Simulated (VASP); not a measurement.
Input of a VASP 6.6.1 run:

Contents of INCAR:

```
SYSTEM = Bi
  PREC = Accurate
  ENCUT = 520
  EDIFF = 1E-8
  ISMEAR = -1
  SIGMA = 0.03
  LREAL = .FALSE.
  LASPH = .TRUE.
  NELM = 60
  ALGO = Normal
  ISIF = 2
  LWAVE = .FALSE.
  LCHARG = .FALSE.
  GGA = PE
  LEFG = .TRUE.
  NBANDS = 22
```

KPOINTS

```
Automatic mesh
0
G
  9 9 3
  0 0 0
```

Contents of POSCAR:

```
Bi
1.0
    4.5390002997      0.0680850045      0.0680850045
   -2.2105368064      3.8968470652      0.0249208413
    0.1774350000      0.1774350000     11.8290000000
Bi
2
Direct
    0.3333333333      0.6666666667      0.2500000000
    0.6666666667      0.3333333333      0.7500000000
```

Potentials or basis: VASP PAW PBE potentials, release 64 (Bi_d).

Run with:

```console
$ cat potpaw_PBE.64/Bi_d/POTCAR > POTCAR
$ mpirun -np 1 vasp_std > vasp.out
```

Q: Estimate the pressure.

A: -3.3 GPa.

Q: What does it give for the band gap on the k mesh?

A: Zero (bands 15 and 16 overlap by 2.06 eV).

Forces in eV/Å, atoms in the order of the input:
```
Bi   0.002  0.000 -0.001
Bi  -0.002  0.000  0.001
```

Caveat: the cell differs from its parent crystal (equal xy, yz and zx shear strains of +3 %); the cell stands under tension; without QUAD_EFG the Cq values of the log hold for a quadrupole moment of 1 mb, not for the nuclei; spin-orbit coupling is left out, which moves the levels of the heavy elements.
